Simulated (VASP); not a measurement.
Set up this calculation in VASP 6.6.1, as the native input.

- Task: single point
- Functional: PBEsol
- Potentials or basis: VASP PAW PBE potentials, release 64 (Ir)
- Cutoff: 520 eV
- k mesh: 21 × 21 × 12
- Occupations: gaussian, width 0.15 eV
- Spin: collinear spin
- Starting moments: [0.1, 0.1] μB
- Fixed moment: 0.2 μB
- Dipole correction: no
- Further INCAR settings: ALGO = Normal; EDIFF = 1e-06; NBANDS = 20

The structure of Ir lies in POSCAR:

```
Ir
1.0
    2.7721480674      0.0000000000      0.0000000000
   -1.3860740337      2.4007506494      0.0000000000
    0.0000000000      0.0000000000      4.4945060960
Ir
2
Direct
    0.6666666667      0.3333333333      0.7500000000
    0.3333333333      0.6666666667      0.2500000000
```

This isn't the form of Ir at room conditions, which is fcc.

These files were run (other wordings do the same):

INCAR

```
  ALGO = Normal
  EDIFF = 1E-6
  ENCUT = 520
  GGA = PS
  ISIF = 2
  ISMEAR = 0
  ISPIN = 2
  LASPH = True
  LCHARG = True
  LELF = True
  LMAXMIX = 4
  LORBIT = 11
  LREAL = False
  LVHAR = True
  LWAVE = False
  MAGMOM = 0.1 0.1
  NBANDS = 20
  NELM = 150
  NUPDOWN = 0.2
  PREC = Accurate
  SIGMA = 0.15
```

KPOINTS

```
k-points
0
Gamma
  21 21 12
```

Potentials or basis: VASP PAW PBE potentials, release 64 (Ir).

Run with:

```sh
$ cat potpaw_PBE.64/Ir/POTCAR > POTCAR
$ mpirun -np 1 vasp_std > vasp.out
```

Results of the run:

```yaml
Pressure: -18.4 GPa
Net_moment: 0.20 μB per cell
Site_moments: Ir +0.10 μB
Valence_electrons_inside_the_program's_atomic_spheres: Ir 8.21
```

Caveat: the cell stands under tension; the PAW data sets were made with another functional, which shifts forces and pressure a little; the total moment is fixed, so each spin has its own Fermi level and the state may be an excited one.

Run time: 4 min on 1 thread of Intel(R) Xeon(R) Platinum 8259CL CPU @ 2.50GHz (Skylake/Cascade Lake), on a shared host, peak memory 0.38 GiB.
